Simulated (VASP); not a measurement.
A run of VASP 6.6.1 is set up as follows.

File INCAR:

```
  ALGO = Fast
  EDIFF = 1E-6
  ENCUT = 520
  GGA = PE
  ISIF = 2
  ISMEAR = 0
  LASPH = True
  LCHARG = True
  LELF = True
  LREAL = False
  LVHAR = True
  LWAVE = False
  NBANDS = 12
  NELM = 100
  PREC = Accurate
  SIGMA = 0.15
```

Contents of KPOINTS:

```
k-points
0
Gamma
  20 20 20
```

File POSCAR:

```
Ti
1.0
    0.0000000000      1.8991725709      2.2163343903
    1.8991725709      0.0000000000      2.2163343903
    1.8991725709      1.8991725709      0.0000000000
Ti
1
Direct
    0.0000000000      0.0000000000      0.0000000000
```

Potentials or basis: VASP PAW PBE potentials, release 64 (Ti_sv).

The run is started by

```bash
$ cat potpaw_PBE.64/Ti_sv/POTCAR > POTCAR
$ mpirun -np 1 vasp_std > vasp.out
```

(1) Predict the pressure.

(2) Predict the band gap on the k mesh.

Answers

(1) 9.5 GPa.

(2) zero (band 6 reaches 9.75 eV, above the bottom of band 7 at 8.39 eV).
